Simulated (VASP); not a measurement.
# SnTe3 in VASP: further runs, part 2 of 2

VASP 6.6.1. The steps go on from the part before.

### 3 Single point, PBE

This run uses another cell than the first one, of 28.78 Å³/atom.

File INCAR:

```
  PREC = Accurate
  ENCUT = 520
  EDIFF = 1E-6
  ISMEAR = 0
  SIGMA = 0.02
  LREAL = False
  LASPH = True
  NELM = 100
  ALGO = Normal
  ISIF = 2
  LWAVE = False
  LCHARG = False
  GGA = PE
  NBANDS = 24
```

File KPOINTS:

```
Automatic mesh
0
Gamma
  8 8 8
```

File POSCAR:

```
SnTe3
1.0
    0.0000000000      3.8612190000      3.8612190000
    3.8612190000      0.0000000000      3.8612190000
    3.8612190000      3.8612190000      0.0000000000
Te Sn
3 1
Direct
    0.5000000000      0.5000000000      0.5000000000
    0.7500000000      0.7500000000      0.7500000000
    0.2500000000      0.2500000000      0.2500000000
    0.0000000000      0.0000000000      0.0000000000
```

Potentials or basis: VASP PAW PBE potentials, release 64 (Te, Sn_d).

Command:

```console
> cat potpaw_PBE.64/Te/POTCAR potpaw_PBE.64/Sn_d/POTCAR > POTCAR
> mpirun -np 1 vasp_std > vasp.out
```

OUTCAR:

```text
PREC = Accurate
   ENCUT = 520
   EDIFF = 1E-6
   ISMEAR = 0
   LREAL = False
   LASPH = True
   NELM = 100
   ISIF = 2
   GGA = PE

 ion  position               nearest neighbor table
   1  0.500  0.500  0.500-   3 3.34   3 3.34   3 3.34   2 3.34   3 3.34   2 3.34   2 3.34   2 3.34

   2  0.750  0.750  0.750-   1 3.34   1 3.34   1 3.34   1 3.34   4 3.34   4 3.34   4 3.34   4 3.34

   3  0.250  0.250  0.250-   4 3.34   4 3.34   4 3.34   1 3.34   4 3.34   1 3.34   1 3.34   1 3.34

   4  0.000  0.000  0.000-   2 3.34   2 3.34   2 3.34   2 3.34   3 3.34   3 3.34   3 3.34   3 3.34

  LATTYP: Found a face centered cubic cell.
 ALAT       =     7.7224380000

  Lattice vectors:

 A1 = (   0.0000000000,   3.8612190000,   3.8612190000)
 A2 = (   3.8612190000,   0.0000000000,   3.8612190000)
 A3 = (   3.8612190000,   3.8612190000,   0.0000000000)

Analysis of symmetry for initial positions (statically):
=====================================================================
 Subroutine PRICEL returns:
 Original cell was already a primitive cell.

 Routine SETGRP: Setting up the symmetry group for a
 face centered cubic supercell.

 Subroutine GETGRP returns: Found 48 space group operations
 (whereof 48 operations were pure point group operations)
 out of a pool of 48 trial point group operations.

The static configuration has the point symmetry O_h .

Analysis of symmetry for dynamics (positions and initial velocities):
=====================================================================
 Subroutine PRICEL returns:
 Original cell was already a primitive cell.

 Routine SETGRP: Setting up the symmetry group for a
 face centered cubic supercell.

 Subroutine GETGRP returns: Found 48 space group operations
 (whereof 48 operations were pure point group operations)
 out of a pool of 48 trial point group operations.

[... 121 lines left out ...]
   IALGO  =     38    algorithm
   IMIX   =      4    mixing-type and parameters
     AMIX     =   0.40;   BMIX     =  1.00
     AMIX_MAG =   1.60;   BMIX_MAG =  1.00
  volume/ion in A,a.u.               =      28.78       194.24
  Fermi-wavevector in a.u.,A,eV,Ry     =   1.068375  2.018936 15.530032  1.141425
  Thomas-Fermi vector in A             =   2.204021
   LORBIT       =      0    0 simple, 1 ext, 2 COOP (PROOUT), +10 PAW based schemes
   GGA     = PE    functional components
   LHFCALC =     F    Hartree Fock is set to
   AEXX    =    0.0000 exact exchange contribution
   IVDW    =     0    specifies the selected vdW correction
   LEPSILON=     F    determine dielectric tensor
   LRPA    =     F    only Hartree local field effects (RPA)
 non-spin polarized calculation
 Gauss-broadening in eV      SIGMA  =   0.02
  energy-cutoff  :      520.00
  volume of cell :      115.13
 maximum number of plane-waves:      3138
 NGX is ok and might be reduce to    42
   NGX = 21   NGY = 21   NGZ = 21

 number of electron      31.9999997 magnetization

 Free energy of the ion-electron system (eV)
  ---------------------------------------------------
  ext. energy  EPLUGINS =         0.00000000
  ---------------------------------------------------
  free energy    TOTEN  =       -12.63150989 eV

  energy without entropy =      -12.63076337  energy(sigma->0) =      -12.63113663

 E-fermi :   7.6875     XC(G=0): -10.0319

 val. band max:        7.6784906248   @ k =   0.3750   0.1250   0.0000
 cond. band min:       7.7212396226   @ k =   0.2500   0.1250   0.0000
 fundamental gap:      0.0427489978
 Fermi energy:         7.6875230477

 k-point     1 :       0.0000    0.0000    0.0000
  band No.  band energies     occupation
      1     -13.9316      2.00000
      2     -13.9316      2.00000
      3     -13.9316      2.00000
      4     -13.9285      2.00000
      5     -13.9285      2.00000
      6      -5.7410      2.00000
[... 637 lines left out ...]
     23      14.6153      0.00000
     24      14.9752      0.00000

 [... further k-points ...]

------------------------ aborting loop because EDIFF is reached ----------------------------------------

  FORCE on cell =-STRESS in cart. coord.  units (eV):
  Direction    XX          YY          ZZ          XY          YZ          ZX
  --------------------------------------------------------------------------------------
  -------------------------------------------------------------------------------------
  Total        0.0293129      0.0293129      0.0293129     -0.0000000     -0.0000000      0.0000000
  in kB        0.4079120      0.4079120      0.4079120     -0.0000000     -0.0000000      0.0000000
  external PRESSURE =       0.4079120 kB  Pullay stress =       0.0000000 kB

 VOLUME and BASIS-vectors are now :
 -----------------------------------------------------------------------------
  energy-cutoff  :      520.00
  volume of cell :      115.13
      direct lattice vectors                 reciprocal lattice vectors
     0.000000000  3.861219000  3.861219000    -0.129492785  0.129492785  0.129492785
     3.861219000  0.000000000  3.861219000     0.129492785 -0.129492785  0.129492785
     3.861219000  3.861219000  0.000000000     0.129492785  0.129492785 -0.129492785

 POSITION                                       TOTAL-FORCE (eV/Angst)
 -----------------------------------------------------------------------------------
      3.86122      3.86122      3.86122        -0.000000      0.000000     -0.000000
      5.79183      5.79183      5.79183         0.000000      0.000000      0.000000
      1.93061      1.93061      1.93061        -0.000000     -0.000000     -0.000000
      0.00000      0.00000      0.00000        -0.000000      0.000000     -0.000000
 -----------------------------------------------------------------------------------
    total drift:                               -0.000000      0.000000      0.000000

  FREE ENERGIE OF THE ION-ELECTRON SYSTEM (eV)
  ---------------------------------------------------
  free  energy   TOTEN  =       -12.6315098887 eV

  energy  without entropy=      -12.6307633747  energy(sigma->0) =      -12.63113663
```

OSZICAR:

```text
N       E                     dE             d eps       ncg     rms          rms(c)
DAV:   1     0.227426583620E+03    0.22743E+03   -0.13241E+04  1400   0.135E+03
DAV:   2     0.126471709741E+02   -0.21478E+03   -0.20234E+03  1472   0.348E+02
DAV:   3    -0.117141778356E+02   -0.24361E+02   -0.23089E+02  1728   0.103E+02
DAV:   4    -0.126542098302E+02   -0.94003E+00   -0.93700E+00  1600   0.211E+01
DAV:   5    -0.126890934419E+02   -0.34884E-01   -0.34882E-01  2152   0.445E+00    0.983E+00
DAV:   6    -0.126297126983E+02    0.59381E-01   -0.11534E-01  1832   0.223E+00    0.635E+00
DAV:   7    -0.126312151238E+02   -0.15024E-02   -0.43536E-02  1720   0.126E+00    0.188E+00
DAV:   8    -0.126316072563E+02   -0.39213E-03   -0.34852E-03  1728   0.352E-01    0.408E-01
DAV:   9    -0.126315196604E+02    0.87596E-04   -0.60422E-04  1880   0.220E-01    0.210E-01
DAV:  10    -0.126315211275E+02   -0.14671E-05   -0.89448E-05  1680   0.552E-02    0.578E-02
DAV:  11    -0.126315107703E+02    0.10357E-04   -0.22393E-05  1856   0.450E-02    0.113E-02
DAV:  12    -0.126315098887E+02    0.88166E-06   -0.20899E-06  1568   0.734E-03
   1 F= -.12631510E+02 E0= -.12631137E+02  d E =-.746514E-03
```

stdout:

```text
POSCAR found type information on POSCAR TeSn
 POSCAR found :  2 types and       4 ions
 scaLAPACK will be used
 LDA part: xc-table for (Slater+PW92), standard interpolation
 POSCAR, INCAR and KPOINTS ok, starting setup
 FFT: planning ... GRIDC
 FFT: planning ... GRID_SOFT
 FFT: planning ... GRID
 WAVECAR not read
 entering main loop
```

Wall time 43 s (1 thread of Intel Xeon 6975P-C (Granite Rapids), shared host); peak memory 0.29 GiB.

Results:

| Quantity | Value |
| --- | --- |
| Free energy | -12.6315 eV |
| Pressure | 0.0 GPa |
| Band gap on the k mesh | zero (bands 16 and 17 overlap by 2.23 eV) |

Levels at points of the mesh, in eV from the Fermi level:
| k point | band 14 | band 15 | band 16 | band 17 | band 18 | band 19 |
| --- | --- | --- | --- | --- | --- | --- |
| (0.00, 0.00, 0.00) | -3.26 | -3.26 | -1.80 | -1.80 | -1.80 | 3.12 |
| (0.50, 0.00, 0.00) | -1.99 | -1.90 | 0.42 | 0.42 | 1.31 | 1.84 |
| (0.50, 0.50, 0.00) | -0.55 | -0.55 | 0.07 | 0.21 | 0.21 | 2.14 |

Caveat: spin-orbit coupling is left out, which moves the levels of the heavy elements.

### 4 Single point, PBE

This run uses another cell than the first one, of 29.65 Å³/atom.

File INCAR:

```
ALGO = Normal
EDIFF = 1E-6
ENCUT = 520
GGA = PE
ISIF = 2
ISMEAR = 0
LASPH = True
LCHARG = True
LELF = True
LREAL = False
LVHAR = True
LWAVE = False
NBANDS = 24
NELM = 80
PREC = Accurate
SIGMA = 0.02
```

File KPOINTS:

```
k-points
0
Gamma
  8 8 8
```

File POSCAR:

```
SnTe3
1.0
    0.0000000000      3.8994513775      3.8994513775
    3.8994513775      0.0000000000      3.8994513775
    3.8994513775      3.8994513775      0.0000000000
Te Sn
3 1
Direct
    0.5000000000      0.5000000000      0.5000000000
    0.7500000000      0.7500000000      0.7500000000
    0.2500000000      0.2500000000      0.2500000000
    0.0000000000      0.0000000000      0.0000000000
```

Potentials or basis: VASP PAW PBE potentials, release 64 (Te, Sn_d).

Command:

```console
> cat potpaw_PBE.64/Te/POTCAR potpaw_PBE.64/Sn_d/POTCAR > POTCAR
> mpirun -np 1 vasp_std > vasp.out
```

OUTCAR:

```text
EDIFF = 1E-6
   ENCUT = 520
   GGA = PE
   ISIF = 2
   ISMEAR = 0
   LASPH = True
   LREAL = False
   NELM = 80
   PREC = Accurate

 ion  position               nearest neighbor table
   1  0.500  0.500  0.500-   3 3.38   3 3.38   3 3.38   2 3.38   3 3.38   2 3.38   2 3.38   2 3.38

   2  0.750  0.750  0.750-   1 3.38   1 3.38   1 3.38   1 3.38   4 3.38   4 3.38   4 3.38   4 3.38

   3  0.250  0.250  0.250-   4 3.38   4 3.38   4 3.38   1 3.38   4 3.38   1 3.38   1 3.38   1 3.38

   4  0.000  0.000  0.000-   2 3.38   2 3.38   2 3.38   2 3.38   3 3.38   3 3.38   3 3.38   3 3.38

  LATTYP: Found a face centered cubic cell.
 ALAT       =     7.7989027550

  Lattice vectors:

 A1 = (   0.0000000000,   3.8994513775,   3.8994513775)
 A2 = (   3.8994513775,   0.0000000000,   3.8994513775)
 A3 = (   3.8994513775,   3.8994513775,   0.0000000000)

Analysis of symmetry for initial positions (statically):
=====================================================================
 Subroutine PRICEL returns:
 Original cell was already a primitive cell.
[... 172 lines left out ...]

  energy without entropy =      -12.61684395  energy(sigma->0) =      -12.61718344

 E-fermi :   7.2810     XC(G=0):  -9.8987

 val. band max:        7.2732091272   @ k =   0.3750   0.1250   0.0000
 cond. band min:       7.3264939662   @ k =  -0.3750   0.5000   0.1250
 fundamental gap:      0.0532848389
 Fermi energy:         7.2810242481

 k-point     1 :       0.0000    0.0000    0.0000
  band No.  band energies     occupation
      1     -14.3264      2.00000
      2     -14.3264      2.00000
      3     -14.3264      2.00000
      4     -14.3242      2.00000
      5     -14.3242      2.00000
      6      -5.9115      2.00000
[... 637 lines left out ...]
     23      14.1984      0.00000
     24      14.5329      0.00000

 [... further k-points ...]

------------------------ aborting loop because EDIFF is reached ----------------------------------------

  FORCE on cell =-STRESS in cart. coord.  units (eV):
  Direction    XX          YY          ZZ          XY          YZ          ZX
  --------------------------------------------------------------------------------------
  -------------------------------------------------------------------------------------
  Total       -0.9957555     -0.9957555     -0.9957555     -0.0000000     -0.0000000      0.0000000
  in kB      -13.4531120    -13.4531120    -13.4531120     -0.0000000     -0.0000000      0.0000000
  external PRESSURE =     -13.4531120 kB  Pullay stress =       0.0000000 kB

 VOLUME and BASIS-vectors are now :
 -----------------------------------------------------------------------------
  energy-cutoff  :      520.00
  volume of cell :      118.59
      direct lattice vectors                 reciprocal lattice vectors
     0.000000000  3.899451378  3.899451378    -0.128223166  0.128223166  0.128223166
     3.899451378  0.000000000  3.899451378     0.128223166 -0.128223166  0.128223166
     3.899451378  3.899451378  0.000000000     0.128223166  0.128223166 -0.128223166

 POSITION                                       TOTAL-FORCE (eV/Angst)
 -----------------------------------------------------------------------------------
      3.89945      3.89945      3.89945         0.000000      0.000000      0.000000
      5.84918      5.84918      5.84918        -0.000000     -0.000000     -0.000000
      1.94973      1.94973      1.94973        -0.000000      0.000000     -0.000000
      0.00000      0.00000      0.00000         0.000000      0.000000      0.000000
 -----------------------------------------------------------------------------------
    total drift:                               -0.000000      0.000000      0.000000

  FREE ENERGIE OF THE ION-ELECTRON SYSTEM (eV)
  ---------------------------------------------------
  free  energy   TOTEN  =       -12.6175229360 eV

  energy  without entropy=      -12.6168439478  energy(sigma->0) =      -12.61718344
```

OSZICAR:

```text
N       E                     dE             d eps       ncg     rms          rms(c)
DAV:   1     0.225127846667E+03    0.22513E+03   -0.13132E+04  1392   0.132E+03
DAV:   2     0.122765710959E+02   -0.21285E+03   -0.20041E+03  1440   0.344E+02
DAV:   3    -0.117373450643E+02   -0.24014E+02   -0.22862E+02  1720   0.102E+02
DAV:   4    -0.126455168457E+02   -0.90817E+00   -0.90570E+00  1616   0.209E+01
DAV:   5    -0.126807320604E+02   -0.35215E-01   -0.35213E-01  2152   0.441E+00    0.928E+00
DAV:   6    -0.126158873837E+02    0.64845E-01   -0.12225E-01  1832   0.235E+00    0.598E+00
DAV:   7    -0.126171419547E+02   -0.12546E-02   -0.45744E-02  1760   0.122E+00    0.194E+00
DAV:   8    -0.126175990936E+02   -0.45714E-03   -0.39891E-03  1688   0.361E-01    0.396E-01
DAV:   9    -0.126175307354E+02    0.68358E-04   -0.60956E-04  1856   0.210E-01    0.231E-01
DAV:  10    -0.126175347113E+02   -0.39759E-05   -0.83149E-05  1704   0.564E-02    0.679E-02
DAV:  11    -0.126175239227E+02    0.10789E-04   -0.25546E-05  1856   0.486E-02    0.186E-02
DAV:  12    -0.126175229360E+02    0.98673E-06   -0.22904E-06  1504   0.803E-03
   1 F= -.12617523E+02 E0= -.12617183E+02  d E =-.678988E-03
```

It took 44 s on 1 thread of Intel Xeon 6975P-C (Granite Rapids), shared host; peak memory 0.29 GiB.

Results:

| Property | Result |
| --- | --- |
| Free energy | -12.6175 eV |
| Pressure | -1.3 GPa |
| Band gap on the k mesh | zero (bands 16 and 17 overlap by 2.13 eV) |

Caveat: spin-orbit coupling is left out, which moves the levels of the heavy elements.

### 5 Single point, PBE

This run uses another cell than the first one, of 28.78 Å³/atom.

File INCAR:

```
PREC = Accurate ; ENCUT = 520
EDIFF = 1E-6 ; ISMEAR = 0
SIGMA = 0.02 ; LREAL = False
LASPH = True ; NELM = 80
ALGO = Normal ; ISIF = 2
LWAVE = False ; LCHARG = True
GGA = PE ; LELF = True
LVHAR = True ; NBANDS = 24
```

File KPOINTS:

```
regular mesh
0
Gamma
  8 8 8
```

File POSCAR:

```
SnTe3
1.0
    0.0000000000      3.8612190000      3.8612190000
    3.8612190000      0.0000000000      3.8612190000
    3.8612190000      3.8612190000      0.0000000000
Te Sn
3 1
Direct
    0.5129492785      0.5129492785      0.4870507215
    0.7500000000      0.7500000000      0.7500000000
    0.2500000000      0.2500000000      0.2500000000
    0.0000000000      0.0000000000      0.0000000000
```

Command:

```console
> cat potpaw_PBE.64/Te/POTCAR potpaw_PBE.64/Sn_d/POTCAR > POTCAR
> mpirun -np 1 vasp_std > vasp.out
```

Wall time 84 s (1 thread of Intel Xeon 6975P-C (Granite Rapids), shared host); peak memory 0.34 GiB.

Results (log left out):

```yaml
Free_energy: -12.6346 eV
Pressure: 0.1 GPa
Largest_force: 0.111 eV/Å
Band_gap_on_the_k_mesh: zero (bands 16 and 17 overlap by 2.22 eV)
```

Forces on the atoms (eV/Å):
```
Te   0.000  0.000  0.060
Te   0.000  0.000 -0.085
Te   0.000  0.000 -0.085
Sn   0.000  0.000  0.111
```

Stress tensor (GPa, compression positive):
```
0.08 0.00 0.00
0.00 0.08 0.00
0.00 0.00 0.15
```

Levels at points of the mesh, in eV from the Fermi level:
```csv
k point,band 13,band 14,band 15,band 16,band 17,band 18,band 19,band 20
"(0.00, 0.00, 0.00)",-3.26,-3.04,-3.04,-1.83,-1.82,-1.82,3.08,3.11
"(0.50, 0.00, 0.00)",-3.38,-2.02,-1.90,0.41,0.42,1.25,1.84,1.88
"(0.50, 0.50, 0.00)",-0.92,-0.59,-0.59,0.06,0.23,0.23,2.13,3.31
"(0.00, 0.50, 0.50)",-0.93,-0.57,-0.54,0.07,0.19,0.22,2.13,3.28
```

Caveat: spin-orbit coupling is left out, which moves the levels of the heavy elements.

### 6 The runs side by side

```csv
cell,gap on the mesh (eV),pressure (GPa)
"a = 5.405 Å, angles 60.0°, 4 atoms, atomic positions A",none,1.7
"a = 5.461 Å, angles 60.0°, 4 atoms, atomic positions A",none,0.0
"a = 5.515 Å, angles 60.0°, 4 atoms, atomic positions A",none,-1.3
"a = 5.461 Å, angles 60.0°, 4 atoms, atomic positions B",none,0.1
```

Alike in all rows: task single point; level PBE; potentials or basis VASP PAW PBE potentials, release 64 (Te, Sn_d); no spin polarisation; k mesh 8 × 8 × 8; cutoff (eV) 520; smearing gaussian 0.02 eV.

Caveats: spin-orbit coupling is left out, which moves the levels of the heavy elements.

Total energies depend on the potentials used, so only differences within one code and one set of settings carry meaning.

The gap in the log of VASP goes by the Fermi energy; the results here count the filled bands.